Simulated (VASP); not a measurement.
# TiBMoC2 (P3m1) in VASP: further runs

Runs on TiBMoC2. Level: PBE. Tasks: single point, relaxation of cell and atoms.

Everything below comes from runs of VASP 6.6.1. Logs are shortened: lines on timing, memory, paths and dates and some standing lists are left out, and cuts for length are marked.

### Step 1. The cell of the first run

The structure is trigonal, space group P3m1 (No. 156). The conventional cell has a = 2.974 Å, b = 2.974 Å, c = 6.697 Å, α = 90.00°, β = 90.00°, γ = 120.00°. Within 2.6 Å of Ti (site symmetry 3m) lie 4 C at 1.97 to 2.22 Å. B (site symmetry 3m) has 3 C at 1.73 Å within 2.3 Å. Mo (site symmetry 3m) has 4 C at 1.91 to 2.36 Å within 2.5 Å. Within 2.5 Å of C (site symmetry 3m) lie 1 Mo at 1.91 Å and 3 Ti at 1.97 Å. C (site symmetry 3m) has 3 B at 1.73 Å and 1 Ti at 2.22 Å within 2.3 Å.

### Step 2. Single point, PBE

Input file INCAR:

```
ALGO = Normal ; EDIFF = 1E-6
ENCUT = 520 ; GGA = PE
ISIF = 2 ; ISMEAR = 0
LASPH = True ; LCHARG = True
LELF = True ; LREAL = False
LVHAR = True ; LWAVE = False
NBANDS = 26 ; NELM = 100
PREC = Accurate ; SIGMA = 0.1
```

Input file KPOINTS:

```
k-points
0
Gamma
  12 12 6
```

Input file POSCAR:

```
TiBMoC2
1.0
    2.9738244048      0.0000000000      0.0000000000
   -1.4869122024      2.5754074810      0.0000000000
    0.0000000000      0.0000000000      6.6971509975
Ti B Mo C
1 1 1 2
Direct
    0.6666666667      0.3333333333      0.2106740750
    0.3333333333      0.6666666667      0.9167680430
    0.0000000000      0.0000000000      0.6388276461
    0.0000000000      0.0000000000      0.3538230602
    0.6666666667      0.3333333333      0.8799072058
```

Potentials or basis: VASP PAW PBE potentials, release 64 (Ti_sv, B, Mo_sv, C).

Launch:

```
> cat potpaw_PBE.64/Ti_sv/POTCAR potpaw_PBE.64/B/POTCAR potpaw_PBE.64/Mo_sv/POTCAR potpaw_PBE.64/C/POTCAR > POTCAR
> mpirun -np 1 vasp_std > vasp.out
```

OUTCAR:

```text
EDIFF = 1E-6
   ENCUT = 520
   GGA = PE
   ISIF = 2
   ISMEAR = 0
   LASPH = True
   LREAL = False
   NELM = 100
   PREC = Accurate

 ion  position               nearest neighbor table
   1  0.667  0.333  0.211-   4 1.97   4 1.97   4 1.97   5 2.22
   2  0.333  0.667  0.917-   5 1.73   5 1.73   5 1.73   3 2.53   3 2.53   3 2.53
   3  0.000  0.000  0.639-   4 1.91   5 2.36   5 2.36   5 2.36   2 2.53   2 2.53   2 2.53
   4  0.000  0.000  0.354-   3 1.91   1 1.97   1 1.97   1 1.97
   5  0.667  0.333  0.880-   2 1.73   2 1.73   2 1.73   1 2.22   3 2.36   3 2.36   3 2.36

  LATTYP: Found a hexagonal cell.
 ALAT       =     2.9738244048
 C/A-ratio  =     2.2520331014

  Lattice vectors:

 A1 = (   2.9738244048,   0.0000000000,   0.0000000000)
 A2 = (  -1.4869122024,   2.5754074810,   0.0000000000)
 A3 = (   0.0000000000,   0.0000000000,   6.6971509975)

Analysis of symmetry for initial positions (statically):
=====================================================================
 Subroutine PRICEL returns:
 Original cell was already a primitive cell.

 Routine SETGRP: Setting up the symmetry group for a
 hexagonal supercell.

 Subroutine GETGRP returns: Found  6 space group operations
 (whereof  6 operations were pure point group operations)
 out of a pool of 24 trial point group operations.

The static configuration has the point symmetry C_3v.

Analysis of symmetry for dynamics (positions and initial velocities):
=====================================================================
 Subroutine PRICEL returns:
 Original cell was already a primitive cell.

 Routine SETGRP: Setting up the symmetry group for a
 hexagonal supercell.

 Subroutine GETGRP returns: Found  6 space group operations
 (whereof  6 operations were pure point group operations)
 out of a pool of 24 trial point group operations.

The dynamic configuration has the point symmetry C_3v.

 Subroutine INISYM returns: Found  6 space group operations
 (whereof  6 operations are pure point group operations),
 and found     1 'primitive' translations

----------------------------------------------------------------------------------------

                                     Primitive cell

  volume of cell :      51.2922

  direct lattice vectors                    reciprocal lattice vectors
     2.973824405  0.000000000  0.000000000     0.336267333  0.194144035  0.000000000
    -1.486912202  2.575407481  0.000000000     0.000000000  0.388288070  0.000000000
     0.000000000  0.000000000  6.697150997     0.000000000  0.000000000  0.149317225

  length of vectors
     2.973824405  2.973824405  6.697150997     0.388288070  0.388288070  0.149317225

  position of ions in fractional coordinates (direct lattice)
     0.666666667  0.333333333  0.210674075
     0.333333333  0.666666667  0.916768043
     0.000000000  0.000000000  0.638827646
     0.000000000  0.000000000  0.353823060
     0.666666667  0.333333333  0.879907206

  ion indices of the primitive-cell ions
   primitive index   ion index
                 1           1
                 2           2
                 3           3
                 4           4
                 5           5

----------------------------------------------------------------------------------------

 KPOINTS: k-points

Automatic generation of k-mesh.
 Grid dimensions read from file:
 generate k-points for:   12   12    6

 Generating k-lattice:

  Cartesian coordinates                     Fractional coordinates (reciprocal lattice)
     0.028022278  0.016178670  0.000000000     0.083333333 -0.000000000  0.000000000
     0.000000000  0.032357339  0.000000000     0.000000000  0.083333333  0.000000000
     0.000000000  0.000000000  0.024886204     0.000000000  0.000000000  0.166666667

  Length of vectors
     0.032357339  0.032357339  0.024886204

  Shift w.r.t. Gamma in fractional coordinates (k-lattice)
     0.000000000  0.000000000  0.000000000

 Subroutine IBZKPT returns following result:
 ===========================================

 Found    100 irreducible k-points:

 Following reciprocal coordinates:
            Coordinates               Weight
  0.000000  0.000000  0.000000      1.000000
  0.083333  0.000000  0.000000      6.000000
  0.166667 -0.000000  0.000000      6.000000
  0.250000 -0.000000  0.000000      6.000000
  0.333333 -0.000000  0.000000      6.000000
  0.416667 -0.000000  0.000000      6.000000
[... 16 lines left out ...]
  0.166667 -0.000000  0.166667      6.000000
  0.000000  0.166667  0.166667      6.000000
 [... further k-points ...]
   k-points           NKPTS =    100   k-points in BZ     NKDIM =    100   number of bands    NBANDS=     26
   number of dos      NEDOS =    301   number of ions     NIONS =      5
   total plane-waves  NPLWV =  28800
   dimension x,y,z NGX =    24 NGY =   24 NGZ =   50
   dimension x,y,z NGXF=    48 NGYF=   48 NGZF=  100
   ions per type =               1   1   1   2
   NGX,Y,Z   is equivalent  to a cutoff of  13.42, 13.42, 12.41 a.u.
   NGXF,Y,Z  is equivalent  to a cutoff of  26.83, 26.83, 24.82 a.u.
 SYSTEM =  unknown system
   PREC   = accura    normal or accurate (medium, high low for compatibility)
   ISTART =      0    job   : 0-new  1-cont  2-samecut
   ICHARG =      2    charge: 1-file 2-atom 10-const
   ISPIN  =      1    spin polarized calculation?
   LNONCOLLINEAR =      F non collinear calculations
   LSORBIT =      F    spin-orbit coupling
   LASPH  =      T    aspherical Exc in radial PAW
   ENCUT  =  520.0 eV  38.22 Ry    6.18 a.u.   5.53  5.53 12.45*2*pi/ulx,y,z
   NELM   =    100;   NELMIN=  2; NELMDL= -5     # of ELM steps
   EDIFF  = 0.1E-05   stopping-criterion for ELM
   LREAL  =      F    real-space projection
   EDIFFG = 0.1E-04   stopping-criterion for IOM
   NSW    =      0    number of steps for IOM
   IBRION =     -1    ionic relax: 0-MD 1-quasi-New 2-CG
   NFREE  =      0    steps in history (QN), initial steepest desc. (CG)
   ISIF   =      2    stress and relaxation
   ISYM   =      2    0-nonsym 1-usesym 2-fastsym
   POTIM  = 0.5000    time-step for ionic-motion
   TEBEG  =    0.0;   TEEND  =   0.0 temperature during run
   PSTRESS=    0.0 pullay stress
   NELECT =      37.0000    total number of electrons
   NUPDOWN=      -1.0000    fix difference up-down
   EMIN   =  10.00;   EMAX   =-10.00  energy-range for DOS
   EFERMI =   0.00;   METHOD = LEGACY
   ISMEAR =     0;   SIGMA  =   0.10  broadening in eV -4-tet -1-fermi 0-gaus
   EFERMI_NEDOS =   21; number of points for ismear=-14 and -15
   IALGO  =     38    algorithm
   IMIX   =      4    mixing-type and parameters
     AMIX     =   0.40;   BMIX     =  1.00
     AMIX_MAG =   1.60;   BMIX_MAG =  1.00
  volume/ion in A,a.u.               =      10.26        69.23
  Fermi-wavevector in a.u.,A,eV,Ry     =   1.468222  2.774537 29.329736  2.155675
  Thomas-Fermi vector in A             =   2.583745
   LORBIT       =      0    0 simple, 1 ext, 2 COOP (PROOUT), +10 PAW based schemes
   GGA     = PE    functional components
   LHFCALC =     F    Hartree Fock is set to
   AEXX    =    0.0000 exact exchange contribution
   IVDW    =     0    specifies the selected vdW correction
   LEPSILON=     F    determine dielectric tensor
   LRPA    =     F    only Hartree local field effects (RPA)
 non-spin polarized calculation
 Gauss-broadening in eV      SIGMA  =   0.10
  energy-cutoff  :      520.00
  volume of cell :       51.29
 maximum number of plane-waves:      1417
 NGX is ok and might be reduce to    24
   NGX = 11   NGY = 11   NGZ = 25

 number of electron      37.0000003 magnetization

 Free energy of the ion-electron system (eV)
  ---------------------------------------------------
  ext. energy  EPLUGINS =         0.00000000
  ---------------------------------------------------
  free energy    TOTEN  =       -43.29309034 eV

  energy without entropy =      -43.27465911  energy(sigma->0) =      -43.28387472

 E-fermi :   9.8866     XC(G=0): -12.5297

 val. band max:        9.8858178866   @ k =   0.1667   0.0833   0.1667
 cond. band min:       9.8975518622   @ k =   0.2500   0.1667   0.5000
 fundamental gap:      0.0117339756
 Fermi energy:         9.8866024687

 k-point     1 :       0.0000    0.0000    0.0000
  band No.  band energies     occupation
      1     -51.6950      2.00000
      2     -46.7463      2.00000
      3     -26.0932      2.00000
      4     -25.3839      2.00000
      5     -25.3839      2.00000
      6     -23.1396      2.00000
[... 18 lines left out ...]
     25      14.2677      0.00000
     26      15.5957      0.00000

 k-point     2 :       0.0833    0.0000    0.0000
  band No.  band energies     occupation
      1     -51.6895      2.00000
      2     -46.7415      2.00000
      3     -26.0856      2.00000
      4     -25.4284      2.00000
      5     -25.3941      2.00000
      6     -23.1341      2.00000
[... 18 lines left out ...]
     25      14.4775      0.00000
     26      15.6559      0.00000

 k-point     3 :       0.1667   -0.0000    0.0000
  band No.  band energies     occupation
      1     -51.6745      2.00000
      2     -46.7284      2.00000
      3     -26.0648      2.00000
      4     -25.5489      2.00000
      5     -25.4220      2.00000
      6     -23.1195      2.00000
[... 18 lines left out ...]
     25      14.6930      0.00000
     26      15.6082      0.00000

 k-point     4 :       0.2500   -0.0000    0.0000
  band No.  band energies     occupation
      1     -51.6538      2.00000
      2     -46.7105      2.00000
      3     -26.0362      2.00000
      4     -25.7104      2.00000
      5     -25.4599      2.00000
      6     -23.1056      2.00000
[... 18 lines left out ...]
     25      14.3925      0.00000
     26      15.5009      0.00000
[... 496 lines left out ...]
      1     -51.6895      2.00000
      2     -46.7415      2.00000
      3     -26.0854      2.00000
      4     -25.4284      2.00000
      5     -25.3941      2.00000
      6     -23.1346      2.00000
[... 18 lines left out ...]
     25      14.4483      0.00000
     26      15.3691      0.00000

 k-point    23 :       0.1667   -0.0000    0.1667
  band No.  band energies     occupation
      1     -51.6745      2.00000
      2     -46.7284      2.00000
      3     -26.0646      2.00000
      4     -25.5489      2.00000
      5     -25.4220      2.00000
      6     -23.1199      2.00000
[... 18 lines left out ...]
     25      14.7449      0.00000
     26      15.4260      0.00000

 k-point    24 :       0.0000    0.1667    0.1667
  band No.  band energies     occupation
      1     -51.6745      2.00000
      2     -46.7284      2.00000
      3     -26.0646      2.00000
      4     -25.5489      2.00000
      5     -25.4220      2.00000
      6     -23.1199      2.00000
[... 18 lines left out ...]
     25      14.6220      0.00000
     26      15.3400      0.00000

 [... further k-points ...]
[... 5 lines left out ...]
  --------------------------------------------------------------------------------------
  -------------------------------------------------------------------------------------
  Total        0.0486146      0.0486146      0.0805571      0.0000000      0.0000000      0.0000000
  in kB        1.5185390      1.5185390      2.5163022      0.0000000      0.0000000      0.0000000
  external PRESSURE =       1.8511267 kB  Pullay stress =       0.0000000 kB

 VOLUME and BASIS-vectors are now :
 -----------------------------------------------------------------------------
  energy-cutoff  :      520.00
  volume of cell :       51.29
      direct lattice vectors                 reciprocal lattice vectors
     2.973824405  0.000000000  0.000000000     0.336267333  0.194144035  0.000000000
    -1.486912202  2.575407481  0.000000000     0.000000000  0.388288070  0.000000000
     0.000000000  0.000000000  6.697150997     0.000000000  0.000000000  0.149317225

 POSITION                                       TOTAL-FORCE (eV/Angst)
 -----------------------------------------------------------------------------------
      1.48691      0.85847      1.41092         0.000000     -0.000000     -0.023302
     -0.00000      1.71694      6.13973        -0.000000     -0.000000      0.007592
      0.00000      0.00000      4.27833         0.000000     -0.000000     -0.012102
      0.00000      0.00000      2.36961        -0.000000     -0.000000      0.010108
      1.48691      0.85847      5.89287        -0.000000      0.000000      0.017704
 -----------------------------------------------------------------------------------
    total drift:                               -0.000000      0.000000      0.001012

  FREE ENERGIE OF THE ION-ELECTRON SYSTEM (eV)
  ---------------------------------------------------
  free  energy   TOTEN  =       -43.2930903355 eV

  energy  without entropy=      -43.2746591059  energy(sigma->0) =      -43.28387472
```

Run time: 1.9 min. Hardware: 1 thread of Intel Xeon Platinum 8259CL at 2.50GHz (Skylake/Cascade Lake), shared host; peak memory 0.28 GiB.

Results:

* Free energy: -43.2931 eV
* Pressure: 0.2 GPa
* Largest force: 0.023 eV/Å

Forces on the atoms (eV/Å):
```
Ti   0.000  0.000 -0.023
B    0.000  0.000  0.008
Mo   0.000  0.000 -0.012
C    0.000  0.000  0.010
C    0.000  0.000  0.018
```

Levels at points of the mesh, in eV from the Fermi level:
```tsv
k point	band 15	band 16	band 17	band 18	band 19	band 20	band 21	band 22
(0.00, 0.00, 0.00)	-2.92	-2.34	-2.34	-0.36	-0.36	0.11	0.11	2.08
(0.50, 0.00, 0.00)	-3.78	-3.39	-1.94	-1.20	0.55	0.97	2.37	2.40
(0.00, 0.00, 0.50)	-3.17	-2.48	-2.48	-0.40	-0.40	0.52	0.52	1.90
(0.50, 0.00, 0.50)	-4.02	-3.59	-2.34	-0.77	0.28	1.80	2.40	2.69
```

### Step 3. Relaxation of cell and atoms, PBE

This run uses another cell than the first one, of 16.04 Å³/atom, 1.563 times its volume.

Input file INCAR:

```
SYSTEM = TiBMoC2
PREC = Accurate ; ENCUT = 600
EDIFF = 1E-7 ; ISMEAR = 0
SIGMA = 0.1 ; LREAL = .False.
LASPH = .True. ; NELM = 60
ALGO = Normal ; ISIF = 3
LWAVE = .False. ; LCHARG = .False.
GGA = PE ; IBRION = 2
NSW = 90 ; EDIFFG = -0.04
```

Input file KPOINTS:

```
Automatic mesh
0
Gamma
  6 6 4
  0 0 0
```

Input file POSCAR:

```
TiBMoC2
1.0
    3.7887292500      0.0000000000      0.0000000000
   -1.8943646200      3.2811357800      0.0000000000
    0.0000000000      0.0000000000      6.4498399400
Ti B Mo C
1 1 1 2
Direct
    0.6666666700      0.3333333300      0.3666610100
    0.3333333300      0.6666666700      0.0262290000
    0.0000000000      0.0000000000      0.6033170200
    0.0000000000      0.0000000000      0.2669130000
    0.6666666700      0.3333333300      0.7368800000
```

Potentials or basis: VASP PAW PBE potentials, release 64 (Ti_sv, B, Mo_sv, C).

Launch:

```
> cat potpaw_PBE.64/Ti_sv/POTCAR potpaw_PBE.64/B/POTCAR potpaw_PBE.64/Mo_sv/POTCAR potpaw_PBE.64/C/POTCAR > POTCAR
> mpirun -np 1 vasp_std > vasp.out
```

Wall time 25 min (1 thread of Intel Xeon Platinum 8259CL at 2.50GHz (Skylake/Cascade Lake), shared host); peak memory 0.27 GiB.

The run converged. Its results:

```yaml
Free_energy: -41.5135 eV
Relaxed_volume: 10.50 Å³/atom
Relaxed_cell: a = 3.752 Å, b = 3.752 Å, c = 4.304 Å, α = 90.00°, β = 90.00°, γ = 120.00°
Space_group_after_relaxing_to_0.05_Å: P3m1 (No. 156)
Energy_gained_by_relaxing: 1182.8 meV/atom
Ionic_steps: 36
Pressure_after_relaxing: 0.1 GPa
Largest_force_after_relaxing: 0.036 eV/Å
```

Forces in eV/Å, atoms in the order of the input:
```
Ti   0.000  0.000  0.036
B    0.000  0.000 -0.024
Mo   0.000  0.000 -0.029
C    0.000  0.000  0.009
C    0.000  0.000  0.008
```

Stress tensor (GPa, compression positive):
```
0.03 0.00 0.00
0.00 0.03 0.00
0.00 0.00 0.23
```

Step by step:
| step | energy change (eV) | largest force (eV/Å) | pressure (GPa) | volume (Å³) |
| --- | --- | --- | --- | --- |
| 1 | 0.0000 | 3.5741 | -22.47 | 80.18 |
| 2 | -2.5555 | 5.8442 | 21.34 | 56.81 |
| 3 | -2.6539 | 5.4495 | 10.53 | 59.52 |
| 4 | -4.1393 | 1.3885 | 8.82 | 56.38 |
| 5 | -4.1649 | 1.2848 | 9.54 | 55.88 |
| 6 | -4.5012 | 0.5243 | -14.19 | 60.35 |
| 7 | -4.5689 | 0.5402 | -8.14 | 58.94 |
| 8 | -4.7490 | 1.3769 | -0.18 | 55.46 |
| 9 | -4.7490 | 1.3667 | -0.23 | 55.48 |
| 10 | -4.9110 | 1.4794 | 3.12 | 53.65 |
| 11 | -5.2367 | 1.7278 | 22.69 | 48.11 |
| 12 | -5.2671 | 1.6995 | 22.92 | 48.02 |
| 13 | -5.3397 | 1.7039 | 24.37 | 47.74 |
| 14 | -5.3601 | 1.1640 | 29.40 | 47.13 |
| 15 | -5.3828 | 1.6077 | 26.55 | 47.43 |
| 16 | -5.4707 | 1.5042 | 23.24 | 47.90 |
| 17 | -5.6722 | 1.1726 | 14.13 | 49.34 |
| 18 | -5.8175 | 0.7193 | -0.80 | 52.30 |
| 19 | -5.8177 | 0.6965 | -0.31 | 52.18 |
| 20 | -5.8250 | 0.6297 | -0.39 | 52.19 |
| 21 | -5.8433 | 0.4321 | -0.59 | 52.21 |
| 22 | -5.8644 | 0.3978 | -0.94 | 52.26 |
| 23 | -5.8447 | 0.8464 | -1.37 | 52.35 |
| 24 | -5.8671 | 0.3940 | -1.08 | 52.28 |
| 25 | -5.8744 | 0.3531 | -0.10 | 52.06 |
| 26 | -5.8799 | 0.2666 | 1.97 | 51.62 |
| 27 | -5.8861 | 0.2905 | 1.20 | 51.80 |
| 28 | -5.8940 | 0.3987 | -0.73 | 52.32 |
| 29 | -5.9022 | 0.2486 | -0.52 | 52.35 |
| 30 | -5.9093 | 0.1997 | -0.04 | 52.41 |
| 31 | -5.9120 | 0.1287 | 0.05 | 52.42 |
| 32 | -5.9129 | 0.0897 | 0.15 | 52.42 |
| 33 | -5.9136 | 0.0723 | -0.05 | 52.48 |
| 34 | -5.9138 | 0.0694 | -0.26 | 52.54 |
| 35 | -5.9141 | 0.0433 | 0.18 | 52.47 |
| 36 | -5.9142 | 0.0361 | 0.10 | 52.48 |

Final structure:
```
Ti B Mo C
1.0
     3.75219    0.00000    0.00000
    -1.87610    3.24949    0.00000
     0.00000    0.00000    4.30438
Ti B Mo C
1 1 1 2
Cartesian
  1.8761 1.0832 1.0952
  0.0000 2.1663 4.0274
  0.0000 0.0000 3.2681
  0.0000 0.0000 1.2397
  1.8761 1.0832 3.2828
```

Levels at points of the mesh, in eV from the Fermi level:
| k point | band 17 | band 18 | band 19 | band 20 | band 21 | band 22 |
| --- | --- | --- | --- | --- | --- | --- |
| (0.00, 0.00, 0.00) | -1.55 | -1.55 | -0.05 | 0.92 | 0.92 | 1.40 |
| (0.50, 0.00, 0.00) | -1.89 | -1.66 | -0.30 | 0.08 | 1.15 | 2.34 |
| (0.00, 0.00, 0.50) | -2.22 | 0.52 | 0.85 | 0.85 | 1.51 | 1.51 |
| (0.50, 0.00, 0.50) | -2.15 | -1.21 | -0.43 | 1.12 | 2.04 | 2.31 |

Caveat: the volume moved by over 15 % at a fixed basis, so the end points are rough.
